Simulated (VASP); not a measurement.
**Pb: single point with PBE**

Pb:

```
Pb
1.0
    -1.97966    1.97966    1.97966
     1.97966   -1.97966    1.97966
     1.97966    1.97966   -1.97966
Pb
1
Direct
  0.00000 0.00000 0.00000
```

| Item | Value |
| --- | --- |
| Program | VASP 6.6.1 |
| Task | single point |
| Functional | PBE |
| Potentials or basis | VASP PAW PBE potentials, release 64 (Pb_d) |
| Cutoff | 520 eV |
| k mesh | 9 × 9 × 9 |
| Occupations | gaussian, width 0.015 eV |
| Spin | no spin polarisation |

The pressure is 0.6 GPa and the band gap on the k mesh is zero (band 7 reaches 14.46 eV, above the bottom of band 8 at 5.02 eV).

Levels at points of the mesh, in eV from the Fermi level:
```csv
k point,band 4,band 5,band 6,band 7,band 8,band 9,band 10,band 11
"(0.00, 0.00, 0.00)",-17.03,-17.03,-11.74,7.30,7.30,7.30,10.95,10.95
```

Wall time 8.2 s on 1 thread of Intel Xeon 6975P-C (shared host), peak memory 0.16 GiB.

Caveat: spin-orbit coupling is left out, which moves the levels of the heavy elements.
